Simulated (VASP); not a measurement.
A run of VASP 6.6.1:

File INCAR:

```
SYSTEM = CdSe
PREC = Accurate ; ENCUT = 520
EDIFF = 1E-6 ; ISMEAR = 0
SIGMA = 0.05 ; LREAL = .False.
LASPH = .True. ; NELM = 100
ALGO = Normal ; ISIF = 2
LWAVE = .False. ; LCHARG = .False.
GGA = PE ; NBANDS = 16
```

The input KPOINTS:

```
regular mesh
0
Gamma
  10 10 10
  0 0 0
```

Contents of POSCAR:

```
CdSe
1.0
    0.0000000000      3.0984146735      3.0984146735
    3.0984146735      0.0000000000      3.0984146735
    3.0984146735      3.0984146735      0.0000000000
Cd Se
1 1
Direct
    0.0000000000      0.0000000000      0.0000000000
    0.7500000000      0.7500000000      0.7500000000
```

Potentials or basis: VASP PAW PBE potentials, release 64 (Cd, Se).

Command:

```bash
$ cat potpaw_PBE.64/Cd/POTCAR potpaw_PBE.64/Se/POTCAR > POTCAR
$ mpirun -np 1 vasp_std > vasp.out
```

Hardware: 1 thread of AMD EPYC 7R13 (shared host).

Question: How long does it take, and how much memory?

Answer: Wall time 66 s on 1 thread of AMD EPYC 7R13, on a shared host, peak memory 0.2 GiB. Counts: scf iterations 12, k points 47.
